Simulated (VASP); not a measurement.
Wanted: the native input for a VASP 6.6.1 run.

| Item | Value |
| --- | --- |
| Task | single point |
| Functional | PBEsol |
| Potentials or basis | VASP PAW PBE potentials, release 64 (W_sv, S) |
| Cutoff | 520 eV |
| k mesh | 12 × 12 × 2 |
| Occupations | gaussian, width 0.02 eV |
| Spin | no spin polarisation |
| Dipole correction | no |
| Further INCAR settings | ALGO = Normal; EDIFF = 1e-06; NBANDS = 20 |

The structure of WS2 lies in POSCAR:

```
WS2
1.0
    3.1469326782      0.0000000000      0.0000000000
   -1.5734663391      2.7253236434      0.0000000000
    0.0000000000      0.0000000000     17.9574207035
W S
1 2
Direct
    0.3333333333      0.6666666667      0.0000000000
    0.6666666667      0.3333333333      0.9127564801
    0.6666666667      0.3333333333      0.0872435199
```

This cell differs from its parent crystal: volume scaled by 1.06, then relaxed in part.

One way to write it, as run:

INCAR

```
SYSTEM = WS2
PREC     = Accurate       ! precision mode
ENCUT    = 520            ! plane-wave cutoff, eV
EDIFF    = 1E-6           ! SCF threshold, eV
ISMEAR   = 0              ! smearing method
SIGMA    = 0.02           ! smearing width, eV
LREAL    = .False.        ! projectors in reciprocal space
LASPH    = .True.         ! aspherical terms in the spheres
NELM     = 100            ! most SCF steps
ALGO     = Normal         ! electronic algorithm
ISIF     = 2              ! what is computed and relaxed
LWAVE    = .False.        ! write WAVECAR
LCHARG   = .True.         ! write CHGCAR
GGA      = PS             ! functional
LELF     = .True.         ! ELF
LVHAR    = .True.       
NBANDS   = 20             ! bands
```

KPOINTS

```
regular mesh
0
Gamma
  12 12 2
  0 0 0
```

Potentials or basis: VASP PAW PBE potentials, release 64 (W_sv, S).

Run with:

```console
$ cat potpaw_PBE.64/W_sv/POTCAR potpaw_PBE.64/S/POTCAR > POTCAR
$ mpirun -np 1 vasp_std > vasp.out
```

It gave:

| Item | Value |
| --- | --- |
| Largest force | 0.017 eV/Å |
| Band gap on the k mesh | 1.94 eV, direct |

Caveat: the PAW data sets were made with another functional, which shifts forces and pressure a little; spin-orbit coupling is left out, which moves the levels of the heavy elements.

Run time: 2.7 min on 1 thread of AMD EPYC 9R45 (Zen 5) (shared host), peak memory 0.28 GiB.
